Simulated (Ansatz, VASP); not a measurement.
TlS2 in VASP and in Ansatz

```
Tl S
1.0
     3.62127    0.00000    0.00000
     0.00000    3.62127    0.00000
     0.00000    0.00000    5.51081
Tl S
1 2
Cartesian
  1.8106 1.8106 2.7554
  0.0000 1.8106 0.0000
  1.8106 0.0000 0.0000
```

Alike in both runs: functional PBE; k mesh 12 × 12 × 8; occupations gaussian, width 0.1 eV; no spin polarisation.

Ansatz relaxed the structure, and its values are those at the end. VASP's run is a single point on that final structure, the one shown.

|  | VASP | Ansatz |
| --- | --- | --- |
| version | VASP 6.6.1 | Ansatz 0.2.0 |
| potentials or method | VASP PAW PBE potentials, release 64 (Tl_d, S), cutoff 520 eV | scalar-relativistic, plane waves, PAW |
| valence electrons in the cell | 25 | 25 |

Ansatz gave:

* gap on the k mesh at the Fermi level (eV): none
* pressure (GPa): 0.0

**Question.** What did VASP give for the same quantities?

**Answer.** gap on the k mesh at the Fermi level (eV): none; pressure (GPa): -0.1.

A gap of «none» marks a metal or a gap that the smearing closes.

Neither program's run includes spin-orbit coupling.
